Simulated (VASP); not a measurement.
# Te2Pb3Se (P-3m1) in VASP: notebook

Runs on Te2Pb3Se. Level: PBE. Tasks: single point.

Everything below comes from runs of VASP 6.6.1. Logs are shortened: lines on timing, memory, paths and dates and some standing lists are left out, and cuts for length are marked.

**1. The cell of the first run**

The structure is trigonal, space group P-3m1 (No. 164). The conventional cell has a = 4.605 Å, b = 4.605 Å, c = 11.285 Å, α = 90.00°, β = 90.00°, γ = 120.00°. Te (site symmetry 3m) has 6 Pb at 3.30 Å within 4.3 Å. Pb (site symmetry 3m) has 3 Se at 3.17 Å and 3 Te at 3.30 Å and 3 Pb at 4.36 Å within 4.4 Å. Pb (site symmetry -3m) has 6 Te at 3.30 Å within 4.3 Å. Se (site symmetry -3m) has 6 Pb at 3.17 Å within 4.2 Å.

**2. Single point, PBE (34.54 Å³/atom)**

Contents of INCAR:

```
  PREC = Accurate
  ENCUT = 520
  EDIFF = 1E-7
  ISMEAR = 0
  SIGMA = 0.02
  LREAL = False
  LASPH = True
  NELM = 100
  ALGO = Normal
  ISIF = 2
  LWAVE = False
  LCHARG = False
  GGA = PE
  NBANDS = 39
```

Contents of KPOINTS:

```
regular mesh
0
Gamma
  6 6 4
```

Contents of POSCAR:

```
Te2Pb3Se
1.0
    4.6049417647      0.0000000000      0.0000000000
   -2.3024708824      3.9879965512      0.0000000000
    0.0000000000      0.0000000000     11.2849807524
Te Pb Se
2 3 1
Direct
    0.3333333333      0.6666666667      0.6730976007
    0.6666666667      0.3333333333      0.3269023993
    0.6666666667      0.3333333333      0.8468560005
    0.0000000000      0.0000000000      0.5000000000
    0.3333333333      0.6666666667      0.1531439995
    0.0000000000      0.0000000000      0.0000000000
```

Potentials or basis: VASP PAW PBE potentials, release 64 (Te, Pb_d, Se).

On the command line:

```console
cat potpaw_PBE.64/Te/POTCAR potpaw_PBE.64/Pb_d/POTCAR potpaw_PBE.64/Se/POTCAR > POTCAR
mpirun -np 1 vasp_std > vasp.out
```

OUTCAR:

```text
PREC = Accurate
   ENCUT = 520
   EDIFF = 1E-7
   ISMEAR = 0
   LREAL = False
   LASPH = True
   NELM = 100
   ISIF = 2
   GGA = PE

 ion  position               nearest neighbor table
   1  0.333  0.667  0.673-   4 3.30   4 3.30   4 3.30   3 3.30   3 3.30   3 3.30
   2  0.667  0.333  0.327-   4 3.30   4 3.30   4 3.30   5 3.30   5 3.30   5 3.30
   3  0.667  0.333  0.847-   6 3.17   6 3.17   6 3.17   1 3.30   1 3.30   1 3.30
   4  0.000  0.000  0.500-   1 3.30   2 3.30   2 3.30   1 3.30   2 3.30   1 3.30
   5  0.333  0.667  0.153-   6 3.17   6 3.17   6 3.17   2 3.30   2 3.30   2 3.30
   6  0.000  0.000  0.000-   3 3.17   5 3.17   3 3.17   5 3.17   3 3.17   5 3.17

  LATTYP: Found a hexagonal cell.
 ALAT       =     4.6049417647
 C/A-ratio  =     2.4506239881

  Lattice vectors:

 A1 = (   4.6049417647,   0.0000000000,   0.0000000000)
 A2 = (  -2.3024708824,   3.9879965512,   0.0000000000)
 A3 = (   0.0000000000,   0.0000000000,  11.2849807524)

Analysis of symmetry for initial positions (statically):
=====================================================================
 Subroutine PRICEL returns:
 Original cell was already a primitive cell.

 Routine SETGRP: Setting up the symmetry group for a
 hexagonal supercell.

 Subroutine GETGRP returns: Found 12 space group operations
 (whereof 12 operations were pure point group operations)
 out of a pool of 24 trial point group operations.

The static configuration has the point symmetry D_3d.

Analysis of symmetry for dynamics (positions and initial velocities):
=====================================================================
 Subroutine PRICEL returns:
 Original cell was already a primitive cell.

 Routine SETGRP: Setting up the symmetry group for a
 hexagonal supercell.

 Subroutine GETGRP returns: Found 12 space group operations
 (whereof 12 operations were pure point group operations)
 out of a pool of 24 trial point group operations.

The dynamic configuration has the point symmetry D_3d.

 Subroutine INISYM returns: Found 12 space group operations
 (whereof 12 operations are pure point group operations),
 and found     1 'primitive' translations

----------------------------------------------------------------------------------------

                                     Primitive cell

  volume of cell :     207.2429

  direct lattice vectors                    reciprocal lattice vectors
     4.604941765  0.000000000  0.000000000     0.217158012  0.125376237  0.000000000
    -2.302470882  3.987996551  0.000000000     0.000000000  0.250752474  0.000000000
     0.000000000  0.000000000 11.284980752     0.000000000  0.000000000  0.088613355

  length of vectors
     4.604941765  4.604941765 11.284980752     0.250752474  0.250752474  0.088613355

  position of ions in fractional coordinates (direct lattice)
     0.333333333  0.666666667  0.673097601
     0.666666667  0.333333333  0.326902399
     0.666666667  0.333333333  0.846856000
     0.000000000  0.000000000  0.500000000
     0.333333333  0.666666667  0.153144000
     0.000000000  0.000000000  0.000000000

  ion indices of the primitive-cell ions
   primitive index   ion index
                 1           1
                 2           2
                 3           3
                 4           4
                 5           5
                 6           6

----------------------------------------------------------------------------------------

 KPOINTS: regular mesh

Automatic generation of k-mesh.
 Grid dimensions read from file:
 generate k-points for:    6    6    4

 Generating k-lattice:

  Cartesian coordinates                     Fractional coordinates (reciprocal lattice)
     0.036193002  0.020896039  0.000000000     0.166666667  0.000000000  0.000000000
     0.000000000  0.041792079  0.000000000     0.000000000  0.166666667  0.000000000
     0.000000000  0.000000000  0.022153339     0.000000000  0.000000000  0.250000000

  Length of vectors
     0.041792079  0.041792079  0.022153339

  Shift w.r.t. Gamma in fractional coordinates (k-lattice)
     0.000000000  0.000000000  0.000000000

 Subroutine IBZKPT returns following result:
 ===========================================

 Found     24 irreducible k-points:

 Following reciprocal coordinates:
            Coordinates               Weight
  0.000000  0.000000  0.000000      1.000000
  0.166667 -0.000000  0.000000      6.000000
  0.333333 -0.000000  0.000000      6.000000
  0.500000 -0.000000  0.000000      3.000000
  0.166667  0.166667  0.000000      6.000000
  0.333333  0.166667  0.000000     12.000000
[... 16 lines left out ...]
  0.333333  0.166667  0.500000     12.000000
  0.333333  0.333333  0.500000      2.000000
   k-points           NKPTS =     24   k-points in BZ     NKDIM =     24   number of bands    NBANDS=     39
   number of dos      NEDOS =    301   number of ions     NIONS =      6
   total plane-waves  NPLWV = 108864
   dimension x,y,z NGX =    36 NGY =   36 NGZ =   84
   dimension x,y,z NGXF=    72 NGYF=   72 NGZF=  168
   ions per type =               2   3   1
   NGX,Y,Z   is equivalent  to a cutoff of  13.00, 13.00, 12.37 a.u.
   NGXF,Y,Z  is equivalent  to a cutoff of  25.99, 25.99, 24.75 a.u.
 SYSTEM =  unknown system
   PREC   = accura    normal or accurate (medium, high low for compatibility)
   ISTART =      0    job   : 0-new  1-cont  2-samecut
   ICHARG =      2    charge: 1-file 2-atom 10-const
   ISPIN  =      1    spin polarized calculation?
   LNONCOLLINEAR =      F non collinear calculations
   LSORBIT =      F    spin-orbit coupling
   LASPH  =      T    aspherical Exc in radial PAW
   ENCUT  =  520.0 eV  38.22 Ry    6.18 a.u.   8.56  8.56 20.98*2*pi/ulx,y,z
   NELM   =    100;   NELMIN=  2; NELMDL= -5     # of ELM steps
   EDIFF  = 0.1E-06   stopping-criterion for ELM
   LREAL  =      F    real-space projection
   EDIFFG = 0.1E-05   stopping-criterion for IOM
   NSW    =      0    number of steps for IOM
   IBRION =     -1    ionic relax: 0-MD 1-quasi-New 2-CG
   NFREE  =      0    steps in history (QN), initial steepest desc. (CG)
   ISIF   =      2    stress and relaxation
   ISYM   =      2    0-nonsym 1-usesym 2-fastsym
   POTIM  = 0.5000    time-step for ionic-motion
   TEBEG  =    0.0;   TEEND  =   0.0 temperature during run
   PSTRESS=    0.0 pullay stress
   NELECT =      60.0000    total number of electrons
   NUPDOWN=      -1.0000    fix difference up-down
   EMIN   =  10.00;   EMAX   =-10.00  energy-range for DOS
   EFERMI =   0.00;   METHOD = LEGACY
   ISMEAR =     0;   SIGMA  =   0.02  broadening in eV -4-tet -1-fermi 0-gaus
   EFERMI_NEDOS =   21; number of points for ismear=-14 and -15
   IALGO  =     38    algorithm
   IMIX   =      4    mixing-type and parameters
     AMIX     =   0.40;   BMIX     =  1.00
     AMIX_MAG =   1.60;   BMIX_MAG =  1.00
  volume/ion in A,a.u.               =      34.54       233.09
  Fermi-wavevector in a.u.,A,eV,Ry     =   1.083009  2.046590 15.958384  1.172908
  Thomas-Fermi vector in A             =   2.219064
   LORBIT       =      0    0 simple, 1 ext, 2 COOP (PROOUT), +10 PAW based schemes
   GGA     = PE    functional components
   LHFCALC =     F    Hartree Fock is set to
   AEXX    =    0.0000 exact exchange contribution
   IVDW    =     0    specifies the selected vdW correction
   LEPSILON=     F    determine dielectric tensor
   LRPA    =     F    only Hartree local field effects (RPA)
 non-spin polarized calculation
 Gauss-broadening in eV      SIGMA  =   0.02
  energy-cutoff  :      520.00
  volume of cell :      207.24
 maximum number of plane-waves:      5622
 NGX is ok and might be reduce to    36
   NGX = 17   NGY = 17   NGZ = 41

 number of electron      59.9999994 magnetization

 Free energy of the ion-electron system (eV)
  ---------------------------------------------------
  ext. energy  EPLUGINS =         0.00000000
  ---------------------------------------------------
  free energy    TOTEN  =       -23.18528568 eV

  energy without entropy =      -23.18528568  energy(sigma->0) =      -23.18528568

 E-fermi :   4.6262     XC(G=0):  -9.0360

 val. band max:        4.5128644982   @ k =   0.0000   0.0000   0.5000
 cond. band min:       5.2627251353   @ k =   0.5000  -0.0000   0.5000
 fundamental gap:      0.7498606371
 Fermi energy:         4.6262327326

 k-point     1 :       0.0000    0.0000    0.0000
  band No.  band energies     occupation
      1     -12.1397      2.00000
      2     -12.1397      2.00000
      3     -12.1330      2.00000
      4     -12.1330      2.00000
      5     -12.1325      2.00000
      6     -12.1317      2.00000
[... 31 lines left out ...]
     38       8.6913      0.00000
     39       8.7083      0.00000

 k-point     2 :       0.1667   -0.0000    0.0000
  band No.  band energies     occupation
      1     -12.1495      2.00000
      2     -12.1383      2.00000
      3     -12.1375      2.00000
      4     -12.1328      2.00000
      5     -12.1320      2.00000
      6     -12.1296      2.00000
[... 31 lines left out ...]
     38       8.2693      0.00000
     39       8.6227      0.00000

 k-point     3 :       0.3333   -0.0000    0.0000
  band No.  band energies     occupation
      1     -12.1709      2.00000
      2     -12.1442      2.00000
      3     -12.1401      2.00000
      4     -12.1369      2.00000
      5     -12.1316      2.00000
      6     -12.1270      2.00000
[... 31 lines left out ...]
     38       9.1260      0.00000
     39       9.2409      0.00000

 k-point     4 :       0.5000   -0.0000    0.0000
  band No.  band energies     occupation
      1     -12.1820      2.00000
      2     -12.1468      2.00000
      3     -12.1415      2.00000
      4     -12.1401      2.00000
      5     -12.1355      2.00000
      6     -12.1265      2.00000
[... 31 lines left out ...]
     38       9.7262      0.00000
     39       9.7368      0.00000
[... 754 lines left out ...]
     38       8.8815      0.00000
     39       9.1675      0.00000

 k-point    23 :       0.3333    0.1667    0.5000
  band No.  band energies     occupation
      1     -12.1734      2.00000
      2     -12.1508      2.00000
      3     -12.1455      2.00000
      4     -12.1343      2.00000
      5     -12.1305      2.00000
      6     -12.1270      2.00000
[... 31 lines left out ...]
     38       9.2184      0.00000
     39       9.8965      0.00000

 k-point    24 :       0.3333    0.3333    0.5000
  band No.  band energies     occupation
      1     -12.1719      2.00000
      2     -12.1499      2.00000
      3     -12.1499      2.00000
      4     -12.1283      2.00000
      5     -12.1276      2.00000
      6     -12.1276      2.00000
[... 31 lines left out ...]
     38       9.3127      0.00000
     39       9.3127      0.00000

------------------------ aborting loop because EDIFF is reached ----------------------------------------

  FORCE on cell =-STRESS in cart. coord.  units (eV):
  Direction    XX          YY          ZZ          XY          YZ          ZX
  --------------------------------------------------------------------------------------
  -------------------------------------------------------------------------------------
  Total       -1.5043535     -1.5043535     -1.5001694      0.0000000      0.0000000      0.0000000
  in kB      -11.6300275    -11.6300275    -11.5976809      0.0000000      0.0000000      0.0000000
  external PRESSURE =     -11.6192453 kB  Pullay stress =       0.0000000 kB

 VOLUME and BASIS-vectors are now :
 -----------------------------------------------------------------------------
  energy-cutoff  :      520.00
  volume of cell :      207.24
      direct lattice vectors                 reciprocal lattice vectors
     4.604941765  0.000000000  0.000000000     0.217158012  0.125376237  0.000000000
    -2.302470882  3.987996551  0.000000000     0.000000000  0.250752474  0.000000000
     0.000000000  0.000000000 11.284980752     0.000000000  0.000000000  0.088613355

 POSITION                                       TOTAL-FORCE (eV/Angst)
 -----------------------------------------------------------------------------------
     -0.00000      2.65866      7.59589         0.000000     -0.000000      0.001314
      2.30247      1.32933      3.68909        -0.000000      0.000000     -0.001314
      2.30247      1.32933      9.55675        -0.000000     -0.000000      0.007627
      0.00000      0.00000      5.64249        -0.000000      0.000000      0.000000
     -0.00000      2.65866      1.72823         0.000000      0.000000     -0.007627
      0.00000      0.00000      0.00000        -0.000000      0.000000      0.000000
 -----------------------------------------------------------------------------------
    total drift:                                0.000000     -0.000000      0.000000

  FREE ENERGIE OF THE ION-ELECTRON SYSTEM (eV)
  ---------------------------------------------------
  free  energy   TOTEN  =       -23.1852856846 eV

  energy  without entropy=      -23.1852856846  energy(sigma->0) =      -23.18528568
```

Run time: 3.7 min. Hardware: 1 thread of Intel Xeon Platinum 8124M at 3.00GHz (Skylake/Cascade Lake), shared host; peak memory 0.43 GiB.

What came out:

```
Free energy            : -23.1853 eV
Pressure               : -1.2 GPa
Largest force          : 0.008 eV/Å
Band gap on the k mesh : 0.75 eV (least direct gap 0.77 eV)
```

Forces in eV/Å, atoms in the order of the input:
```
Te   0.000  0.000  0.001
Te   0.000  0.000 -0.001
Pb   0.000  0.000  0.008
Pb   0.000  0.000  0.000
Pb   0.000  0.000 -0.008
Se   0.000  0.000  0.000
```

Levels at points of the mesh, in eV from the valence-band top:
```tsv
k point	band 27	band 28	band 29	band 30	band 31	band 32	band 33	band 34
(0.00, 0.00, 0.00)	-0.71	-0.71	-0.43	-0.40	1.43	1.67	2.09	2.09
(0.50, 0.00, 0.00)	-1.54	-1.27	-1.13	-1.11	2.10	2.16	2.51	2.73
(0.00, 0.00, 0.50)	-0.85	-0.64	-0.64	0.00	0.79	1.59	1.59	2.95
(0.50, 0.00, 0.50)	-2.02	-0.80	-0.76	-0.02	0.75	1.59	1.60	3.80
```

Caveat: spin-orbit coupling is left out, which moves the levels of the heavy elements. A k mesh can miss the band edges.

**3. Single point, PBE (35.55 Å³/atom)**

This run uses another cell than the first one, of 35.55 Å³/atom.

INCAR: that of step 2 with these lines changed.

```diff
@@ -2,3 +2,3 @@
   ENCUT = 520
-  EDIFF = 1E-7
+  EDIFF = 1E-6
   ISMEAR = 0
@@ -7,3 +7,3 @@
   LASPH = True
-  NELM = 100
+  NELM = 60
   ALGO = Normal
```

Contents of KPOINTS:

```
Automatic mesh
0
Gamma
  6 6 4
```

POSCAR: that of step 2 with these lines changed.

```diff
@@ -2,5 +2,5 @@
 1.0
-    4.6049417647      0.0000000000      0.0000000000
-   -2.3024708824      3.9879965512      0.0000000000
-    0.0000000000      0.0000000000     11.2849807524
+    4.6492227673      0.0000000000      0.0000000000
+   -2.3246113837      4.0263450244      0.0000000000
+    0.0000000000      0.0000000000     11.3934968397
 Te Pb Se
```

Potentials or basis: VASP PAW PBE potentials, release 64 (Te, Pb_d, Se).

On the command line:

```console
cat potpaw_PBE.64/Te/POTCAR potpaw_PBE.64/Pb_d/POTCAR potpaw_PBE.64/Se/POTCAR > POTCAR
mpirun -np 1 vasp_std > vasp.out
```

It took 3.5 min on 1 thread of Intel Xeon Platinum 8124M at 3.00GHz (Skylake/Cascade Lake), shared host; peak memory 0.44 GiB.

It converged, with:

| Item | Value |
| --- | --- |
| Free energy | -23.1243 eV |
| Pressure | -2.1 GPa |
| Band gap on the k mesh | 0.80 eV (least direct gap 0.82 eV) |

Levels at points of the mesh, in eV from the valence-band top:
```csv
k point,band 27,band 28,band 29,band 30,band 31,band 32,band 33,band 34
"(0.00, 0.00, 0.00)",-0.62,-0.62,-0.40,-0.36,1.46,1.70,2.13,2.13
"(0.50, 0.00, 0.00)",-1.42,-1.15,-1.05,-1.04,2.11,2.17,2.53,2.75
"(0.00, 0.00, 0.50)",-0.78,-0.55,-0.55,0.00,0.84,1.64,1.64,2.94
"(0.50, 0.00, 0.50)",-1.88,-0.71,-0.67,-0.02,0.80,1.64,1.66,3.81
```

Caveat: spin-orbit coupling is left out, which moves the levels of the heavy elements.
